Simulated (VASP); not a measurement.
# Rb (P6/mmm) in VASP: a series of runs

The runs below take Rb through single point, relaxation of cell and atoms, with PBEsol.

Program: VASP 6.6.1. These are calculated values, not measurements. Logs are shortened: lines on timing, memory, paths and dates and some standing lists are left out, and cuts for length are marked.

## 1. The cell of the first run

It takes space group P6/mmm (No. 191, hexagonal). Conventional cell: a = 7.967 Å, b = 7.967 Å, c = 4.747 Å, α = 90.00°, β = 90.00°, γ = 120.00°.

This isn't the form of Rb at room conditions, which is bcc.

## 2. Single point, PBEsol

INCAR

```
PREC     = Accurate       # precision mode
ENCUT    = 520            # plane-wave cutoff, eV
EDIFF    = 1E-6           # SCF threshold, eV
ISMEAR   = -1             # smearing method
SIGMA    = 0.1            # smearing width, eV
LREAL    = False          # projectors in reciprocal space
LASPH    = True           # aspherical terms in the spheres
NELM     = 100            # most SCF steps
ALGO     = Normal         # electronic algorithm
ISIF     = 2              # what is computed and relaxed
LWAVE    = False          # write WAVECAR
LCHARG   = False          # write CHGCAR
GGA      = PS             # functional
NBANDS   = 20             # bands
```

KPOINTS

```
Automatic mesh
0
Gamma
  6 6 9
```

POSCAR

```
Rb
1.0
    7.9666171212      0.0000000000      0.0000000000
   -3.9833085606      6.8992928092      0.0000000000
    0.0000000000      0.0000000000      4.7474973696
Rb
3
Direct
    1.0000000000      0.0000000000      1.0000000000
    0.3333333333      0.6666666667      0.5000000000
    0.6666666667      0.3333333333      0.5000000000
```

Potentials or basis: VASP PAW PBE potentials, release 64 (Rb_sv).

On the command line:

```bash
$ cat potpaw_PBE.64/Rb_sv/POTCAR > POTCAR
$ mpirun -np 1 vasp_std > vasp.out
```

OUTCAR:

```text
PREC = Accurate
   ENCUT = 520
   EDIFF = 1E-6
   ISMEAR = -1
   LREAL = False
   LASPH = True
   NELM = 100
   ISIF = 2
   GGA = PS

 ion  position               nearest neighbor table
   1  0.000  0.000  0.000-   2 5.18   3 5.18   2 5.18   3 5.18   3 5.18   3 5.18   2 5.18   2 5.18
                             3 5.18   3 5.18   2 5.18   2 5.18
   2  0.333  0.667  0.500-   3 4.60   3 4.60   3 4.60   1 5.18   1 5.18   1 5.18   1 5.18   1 5.18
                             1 5.18
   3  0.667  0.333  0.500-   2 4.60   2 4.60   2 4.60   1 5.18   1 5.18   1 5.18   1 5.18   1 5.18
                             1 5.18

  LATTYP: Found a hexagonal cell.
 ALAT       =     7.9666171212
 C/A-ratio  =     0.5959238780

  Lattice vectors:

 A1 = (   7.9666171212,   0.0000000000,   0.0000000000)
 A2 = (  -3.9833085606,   6.8992928092,   0.0000000000)
 A3 = (   0.0000000000,   0.0000000000,   4.7474973696)

Analysis of symmetry for initial positions (statically):
=====================================================================
 Subroutine PRICEL returns:
 Original cell was already a primitive cell.

 Routine SETGRP: Setting up the symmetry group for a
 hexagonal supercell.

 Subroutine GETGRP returns: Found 24 space group operations
 (whereof 24 operations were pure point group operations)
 out of a pool of 24 trial point group operations.

The static configuration has the point symmetry D_6h.

Analysis of symmetry for dynamics (positions and initial velocities):
=====================================================================
 Subroutine PRICEL returns:
 Original cell was already a primitive cell.

 Routine SETGRP: Setting up the symmetry group for a
 hexagonal supercell.

 Subroutine GETGRP returns: Found 24 space group operations
 (whereof 24 operations were pure point group operations)
 out of a pool of 24 trial point group operations.

The dynamic configuration has the point symmetry D_6h.

 Subroutine INISYM returns: Found 24 space group operations
 (whereof 24 operations are pure point group operations),
 and found     1 'primitive' translations

----------------------------------------------------------------------------------------

                                     Primitive cell

  volume of cell :     260.9416

  direct lattice vectors                    reciprocal lattice vectors
     7.966617121  0.000000000  0.000000000     0.125523793  0.072471196  0.000000000
    -3.983308561  6.899292809  0.000000000     0.000000000  0.144942392  0.000000000
     0.000000000  0.000000000  4.747497370     0.000000000  0.000000000  0.210637294

  length of vectors
     7.966617121  7.966617121  4.747497370     0.144942392  0.144942392  0.210637294

  position of ions in fractional coordinates (direct lattice)
     0.000000000  0.000000000  0.000000000
     0.333333333  0.666666667  0.500000000
     0.666666667  0.333333333  0.500000000

  ion indices of the primitive-cell ions
   primitive index   ion index
                 1           1
                 2           2
                 3           3

----------------------------------------------------------------------------------------

 KPOINTS: Automatic mesh

Automatic generation of k-mesh.
 Grid dimensions read from file:
 generate k-points for:    6    6    9

 Generating k-lattice:

  Cartesian coordinates                     Fractional coordinates (reciprocal lattice)
     0.020920632  0.012078533  0.000000000     0.166666667 -0.000000000  0.000000000
     0.000000000  0.024157065  0.000000000     0.000000000  0.166666667  0.000000000
     0.000000000  0.000000000  0.023404144     0.000000000  0.000000000  0.111111111

  Length of vectors
     0.024157065  0.024157065  0.023404144

  Shift w.r.t. Gamma in fractional coordinates (k-lattice)
     0.000000000  0.000000000  0.000000000

 Subroutine IBZKPT returns following result:
 ===========================================

 Found     35 irreducible k-points:

 Following reciprocal coordinates:
            Coordinates               Weight
  0.000000  0.000000  0.000000      1.000000
  0.166667  0.000000  0.000000      6.000000
  0.333333 -0.000000  0.000000      6.000000
  0.500000  0.000000  0.000000      3.000000
  0.166667  0.166667  0.000000      6.000000
  0.333333  0.166667  0.000000     12.000000
[... 16 lines left out ...]
  0.166667  0.000000  0.333333     12.000000
  0.333333 -0.000000  0.333333     12.000000
 [... further k-points ...]
   k-points           NKPTS =     35   k-points in BZ     NKDIM =     35   number of bands    NBANDS=     20
   number of dos      NEDOS =    301   number of ions     NIONS =      3
   total plane-waves  NPLWV = 129600
   dimension x,y,z NGX =    60 NGY =   60 NGZ =   36
   dimension x,y,z NGXF=   120 NGYF=  120 NGZF=   72
   ions per type =               3
   NGX,Y,Z   is equivalent  to a cutoff of  12.52, 12.52, 12.61 a.u.
   NGXF,Y,Z  is equivalent  to a cutoff of  25.04, 25.04, 25.21 a.u.
 SYSTEM =  unknown system
   PREC   = accura    normal or accurate (medium, high low for compatibility)
   ISTART =      0    job   : 0-new  1-cont  2-samecut
   ICHARG =      2    charge: 1-file 2-atom 10-const
   ISPIN  =      1    spin polarized calculation?
   LNONCOLLINEAR =      F non collinear calculations
   LSORBIT =      F    spin-orbit coupling
   LASPH  =      T    aspherical Exc in radial PAW
   ENCUT  =  520.0 eV  38.22 Ry    6.18 a.u.  14.81 14.81  8.83*2*pi/ulx,y,z
   NELM   =    100;   NELMIN=  2; NELMDL= -5     # of ELM steps
   EDIFF  = 0.1E-05   stopping-criterion for ELM
   LREAL  =      F    real-space projection
   EDIFFG = 0.1E-04   stopping-criterion for IOM
   NSW    =      0    number of steps for IOM
   IBRION =     -1    ionic relax: 0-MD 1-quasi-New 2-CG
   NFREE  =      0    steps in history (QN), initial steepest desc. (CG)
   ISIF   =      2    stress and relaxation
   ISYM   =      2    0-nonsym 1-usesym 2-fastsym
   POTIM  = 0.5000    time-step for ionic-motion
   TEBEG  =    0.0;   TEEND  =   0.0 temperature during run
   PSTRESS=    0.0 pullay stress
   NELECT =      27.0000    total number of electrons
   NUPDOWN=      -1.0000    fix difference up-down
   EMIN   =  10.00;   EMAX   =-10.00  energy-range for DOS
   EFERMI =   0.00;   METHOD = LEGACY
   ISMEAR =    -1;   SIGMA  =   0.10  broadening in eV -4-tet -1-fermi 0-gaus
   EFERMI_NEDOS =   21; number of points for ismear=-14 and -15
   IALGO  =     38    algorithm
   IMIX   =      4    mixing-type and parameters
     AMIX     =   0.40;   BMIX     =  1.00
     AMIX_MAG =   1.60;   BMIX_MAG =  1.00
  volume/ion in A,a.u.               =      86.98       586.97
  Fermi-wavevector in a.u.,A,eV,Ry     =   0.768567  1.452381  8.036894  0.590695
  Thomas-Fermi vector in A             =   1.869368
   LORBIT       =      0    0 simple, 1 ext, 2 COOP (PROOUT), +10 PAW based schemes
   GGA     = PS    functional components
   LHFCALC =     F    Hartree Fock is set to
   AEXX    =    0.0000 exact exchange contribution
   IVDW    =     0    specifies the selected vdW correction
   LEPSILON=     F    determine dielectric tensor
   LRPA    =     F    only Hartree local field effects (RPA)
 non-spin polarized calculation
  energy-cutoff  :      520.00
  volume of cell :      260.94
 maximum number of plane-waves:      7058
 NGX is ok and might be reduce to    60
   NGX = 29   NGY = 29   NGZ = 17

 number of electron      27.0000000 magnetization

 Free energy of the ion-electron system (eV)
  ---------------------------------------------------
  ext. energy  EPLUGINS =         0.00000000
  ---------------------------------------------------
  free energy    TOTEN  =        -3.09328802 eV

  energy without entropy =       -3.00391839  energy(sigma->0) =       -3.04860320

 E-fermi :   0.0467     XC(G=0):  -5.6331

 val. band max:        0.0339107581   @ k =   0.1667   0.1667   0.0000
 cond. band min:       0.0532116393   @ k =   0.1667   0.1667   0.0000
 fundamental gap:      0.0193008812
 Fermi energy:         0.0466536310

 k-point     1 :       0.0000    0.0000    0.0000
  band No.  band energies     occupation
      1     -28.8226      2.00000
      2     -28.8155      2.00000
      3     -28.7341      2.00000
      4     -12.9607      2.00000
      5     -12.9607      2.00000
      6     -12.8901      2.00000
[... 12 lines left out ...]
     19       1.4135      0.00000
     20       3.2412      0.00000

 k-point     2 :       0.1667    0.0000    0.0000
  band No.  band energies     occupation
      1     -28.8222      2.00000
      2     -28.8159      2.00000
      3     -28.7341      2.00000
      4     -12.9647      2.00000
      5     -12.9587      2.00000
      6     -12.8877      2.00000
[... 12 lines left out ...]
     19       2.0267      0.00000
     20       3.2938      0.00000

 k-point     3 :       0.3333   -0.0000    0.0000
  band No.  band energies     occupation
      1     -28.8211      2.00000
      2     -28.8170      2.00000
      3     -28.7341      2.00000
      4     -12.9717      2.00000
      5     -12.9498      2.00000
      6     -12.8920      2.00000
[... 12 lines left out ...]
     19       2.5972      0.00000
     20       3.0023      0.00000

 k-point     4 :       0.5000    0.0000    0.0000
  band No.  band energies     occupation
      1     -28.8202      2.00000
      2     -28.8179      2.00000
      3     -28.7341      2.00000
      4     -12.9748      2.00000
      5     -12.9405      2.00000
      6     -12.9018      2.00000
[... 12 lines left out ...]
     19       2.6078      0.00000
     20       2.6978      0.00000

 k-point     5 :       0.1667    0.1667    0.0000
  band No.  band energies     occupation
      1     -28.8214      2.00000
      2     -28.8167      2.00000
      3     -28.7341      2.00000
      4     -12.9689      2.00000
      5     -12.9540      2.00000
      6     -12.8905      2.00000
[... 12 lines left out ...]
     19       2.4827      0.00000
     20       3.1075      0.00000

 k-point     6 :       0.3333    0.1667    0.0000
  band No.  band energies     occupation
      1     -28.8202      2.00000
      2     -28.8179      2.00000
      3     -28.7341      2.00000
      4     -12.9723      2.00000
      5     -12.9419      2.00000
      6     -12.9051      2.00000
[... 12 lines left out ...]
     19       2.5859      0.00000
     20       2.7862      0.00000

 k-point     7 :       0.3333    0.3333    0.0000
  band No.  band energies     occupation
      1     -28.8190      2.00000
      2     -28.8190      2.00000
      3     -28.7341      2.00000
      4     -12.9712      2.00000
      5     -12.9262      2.00000
      6     -12.9262      2.00000
[... 12 lines left out ...]
     19       2.8373      0.00000
     20       2.8374      0.00000
[... 277 lines left out ...]
 k-point    20 :       0.3333    0.1667    0.2222
  band No.  band energies     occupation
      1     -28.8190      2.00000
      2     -28.8166      2.00000
      3     -28.7329      2.00000
      4     -12.9673      2.00000
      5     -12.9364      2.00000
      6     -12.9107      2.00000
[... 12 lines left out ...]
     19       2.4688      0.00000
     20       2.6565      0.00000

 k-point    21 :       0.3333    0.3333    0.2222
  band No.  band energies     occupation
      1     -28.8178      2.00000
      2     -28.8178      2.00000
      3     -28.7329      2.00000
      4     -12.9684      2.00000
      5     -12.9205      2.00000
      6     -12.9205      2.00000
[... 12 lines left out ...]
     19       2.4431      0.00000
     20       2.4431      0.00000

 k-point    22 :       0.0000    0.0000    0.3333
  band No.  band energies     occupation
      1     -28.8203      2.00000
      2     -28.8133      2.00000
      3     -28.7318      2.00000
      4     -12.9524      2.00000
      5     -12.9524      2.00000
      6     -12.9459      2.00000
[... 12 lines left out ...]
     19       2.6587      0.00000
     20       2.9366      0.00000

 k-point    23 :       0.1667    0.0000    0.3333
  band No.  band energies     occupation
      1     -28.8199      2.00000
      2     -28.8137      2.00000
      3     -28.7318      2.00000
      4     -12.9547      2.00000
      5     -12.9494      2.00000
      6     -12.9452      2.00000
[... 12 lines left out ...]
     19       2.5683      0.00000
     20       2.8476      0.00000

 k-point    24 :       0.3333   -0.0000    0.3333
  band No.  band energies     occupation
      1     -28.8188      2.00000
      2     -28.8148      2.00000
      3     -28.7318      2.00000
      4     -12.9590      2.00000
      5     -12.9447      2.00000
      6     -12.9411      2.00000
[... 12 lines left out ...]
     19       2.0880      0.00000
     20       2.7676      0.00000

 [... further k-points ...]

------------------------ aborting loop because EDIFF is reached ----------------------------------------

  FORCE on cell =-STRESS in cart. coord.  units (eV):
  Direction    XX          YY          ZZ          XY          YZ          ZX
  --------------------------------------------------------------------------------------
  -------------------------------------------------------------------------------------
  Total        0.0033682      0.0033682      0.0190664      0.0000000      0.0000000      0.0000000
  in kB        0.0206809      0.0206809      0.1170674      0.0000000      0.0000000      0.0000000
  external PRESSURE =       0.0528098 kB  Pullay stress =       0.0000000 kB

 VOLUME and BASIS-vectors are now :
 -----------------------------------------------------------------------------
  energy-cutoff  :      520.00
  volume of cell :      260.94
      direct lattice vectors                 reciprocal lattice vectors
     7.966617121  0.000000000  0.000000000     0.125523793  0.072471196  0.000000000
    -3.983308561  6.899292809  0.000000000     0.000000000  0.144942392  0.000000000
     0.000000000  0.000000000  4.747497370     0.000000000  0.000000000  0.210637294

 POSITION                                       TOTAL-FORCE (eV/Angst)
 -----------------------------------------------------------------------------------
      0.00000      0.00000      0.00000         0.000000      0.000000      0.000000
     -0.00000      4.59953      2.37375        -0.000000      0.000000     -0.000000
      3.98331      2.29976      2.37375         0.000000     -0.000000      0.000000
 -----------------------------------------------------------------------------------
    total drift:                                0.000000     -0.000000      0.000000

  FREE ENERGIE OF THE ION-ELECTRON SYSTEM (eV)
  ---------------------------------------------------
  free  energy   TOTEN  =        -3.0932880164 eV

  energy  without entropy=       -3.0039183892  energy(sigma->0) =       -3.04860320
```

Wall time 1.7 min (1 thread of Intel Xeon Platinum 8488C (Sapphire Rapids), shared host); peak memory 0.4 GiB.

What came out:

* Free energy: -3.0933 eV
* Pressure: 0.0 GPa
* Band gap on the k mesh: zero (an odd number of electrons rules out a gap without spin polarisation)

Caveat: the PAW data sets were made with another functional, which shifts forces and pressure a little.

## 3. Relaxation of cell and atoms, PBEsol

INCAR

```
SYSTEM = Rb
  ALGO = Normal
  EDIFF = 1E-6
  EDIFFG = -0.01
  ENCUT = 600
  GGA = PS
  IBRION = 2
  ISIF = 3
  ISMEAR = -1
  LASPH = .TRUE.
  LCHARG = .FALSE.
  LREAL = .FALSE.
  LWAVE = .FALSE.
  NELM = 80
  NSW = 80
  PREC = Accurate
  SIGMA = 0.1
```

KPOINTS

```
k-points
0
G
  5 5 7
  0 0 0
```

POSCAR

```
Rb
1.0
    7.8956864786      0.0000000000      0.0000000000
   -3.9478432393      6.8378650708      0.0000000000
    0.0000000000      0.0000000000      4.8400558114
Rb
3
Direct
    0.0000000000      0.0000000000      0.0000000000
    0.3333333333      0.6666666667      0.5000000000
    0.6666666667      0.3333333333      0.5000000000
```

Potentials or basis: VASP PAW PBE potentials, release 64 (Rb_sv).

On the command line:

```bash
$ cat potpaw_PBE.64/Rb_sv/POTCAR > POTCAR
$ mpirun -np 1 vasp_std > vasp.out
```

Run time: 3.4 min. Hardware: 1 thread of Intel Xeon Platinum 8488C (Sapphire Rapids), shared host; peak memory 0.46 GiB.

Results (log left out):

```
Free energy                           : -3.0973 eV
Relaxed volume                        : 87.22 Å³/atom
Relaxed cell                          : a = 7.970 Å, b = 7.970 Å, c = 4.756 Å, α = 90.00°, β = 90.00°, γ = 120.00°
Space group after relaxing (to 0.1 Å) : P6/mmm (No. 191)
Energy gained by relaxing             : 0.7 meV/atom
Ionic steps                           : 5
Pressure after relaxing               : 0.0 GPa
Band gap on the k mesh                : zero (an odd number of electrons rules out a gap without spin polarisation)
```

The path:
```
step  energy change (eV)  largest force (eV/Å)  pressure (GPa)  volume (Å³)
   1              0.0000                0.0000            0.00       261.31
   2             -0.0006                0.0000            0.00       261.37
   3             -0.0018                0.0000            0.00       261.54
   4             -0.0017                0.0000            0.00       261.80
   5             -0.0022                0.0000           -0.01       261.67
```

Final structure:
```xyz
3
Lattice="7.9705 0.0000 0.0000 -3.9852 6.9026 0.0000 0.0000 0.0000 4.7562" Properties=species:S:1:pos:R:3 pbc="T T T"
Rb    0.0000    0.0000    0.0000
Rb    0.0000    4.6018    2.3781
Rb    3.9852    2.3009    2.3781
```

Levels at points of the mesh, in eV from the Fermi level:
```tsv
k point	band 11	band 12	band 13	band 14	band 15	band 16
(0.00, 0.00, 0.00)	-12.85	-12.82	-2.02	1.09	1.09	1.10
```

Caveat: the PAW data sets were made with another functional, which shifts forces and pressure a little.

The gap in the log of VASP goes by the Fermi energy; the results here count the filled bands.